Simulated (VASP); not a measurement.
Input of a VASP 6.6.1 run:

File INCAR:

```
SYSTEM = ScAl
ALGO     = Normal         ! electronic algorithm
EDIFF    = 1E-6           ! SCF threshold, eV
ENCUT    = 520            ! plane-wave cutoff, eV
GGA      = PS             ! functional
ISIF     = 2              ! what is computed and relaxed
ISMEAR   = 0              ! smearing method
LASPH    = .True.         ! aspherical terms in the spheres
LCHARG   = .False.        ! write CHGCAR
LREAL    = .False.        ! projectors in reciprocal space
LWAVE    = .False.        ! write WAVECAR
NBANDS   = 14             ! bands
NELM     = 100            ! most SCF steps
PREC     = Accurate       ! precision mode
SIGMA    = 0.05           ! smearing width, eV
```

KPOINTS

```
k-points
0
Gamma
  12 12 12
  0 0 0
```

Contents of POSCAR:

```
ScAl
1.0
    3.3703489700      0.0000000000      0.0000000000
    0.0000000000      3.3703489700      0.0000000000
    0.0000000000      0.0000000000      3.3703489700
Sc Al
1 1
Direct
    0.5000000000      0.5000000000      0.5000000000
    0.0000000000      0.0000000000      0.0000000000
```

Potentials or basis: VASP PAW PBE potentials, release 64 (Sc_sv, Al).

Launch:

```console
$ cat potpaw_PBE.64/Sc_sv/POTCAR potpaw_PBE.64/Al/POTCAR > POTCAR
$ mpirun -np 1 vasp_std > vasp.out
```

Question: Estimate the band gap on the k mesh.

Answer: Zero (bands 7 and 8 overlap by 1.18 eV).

Question: Estimate the pressure.

Answer: -1.7 GPa.

Caveat: the PAW data sets were made with another functional, which shifts forces and pressure a little.
